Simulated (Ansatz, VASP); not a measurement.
**Pt in VASP and in Ansatz**

```
Pt
1.0
     0.00000    1.96421    1.96421
     1.96421    0.00000    1.96421
     1.96421    1.96421    0.00000
Pt
1
Direct
  0.00000 0.00000 0.00000
```

Alike in both runs: functional PBE; dispersion D3(BJ); k mesh 18 × 18 × 18; occupations gaussian, width 0.1 eV; no spin polarisation.

Ansatz relaxed the structure, and its values are those at the end. VASP's run is a single point on that final structure, the one shown.

|  | VASP | Ansatz |
| --- | --- | --- |
| version | VASP 6.6.1 | Ansatz 0.2.0 |
| potentials or method | VASP PAW PBE potentials, release 64 (Pt), cutoff 520 eV | scalar-relativistic, plane waves, PAW |
| valence electrons in the cell | 10 | 18 |

|  | VASP | Ansatz | Ansatz less VASP |
| --- | --- | --- | --- |
| gap on the k mesh at the Fermi level (eV) | none | none | - |
| pressure (GPa) | -0.5 | 0.0 | +0.53 |

A gap of «none» marks a metal or a gap that the smearing closes. VASP's potentials hold 10 valence electrons a cell and Ansatz's 18, so a difference there can come from the potentials and not from the codes.

Spin-orbit coupling is off throughout.
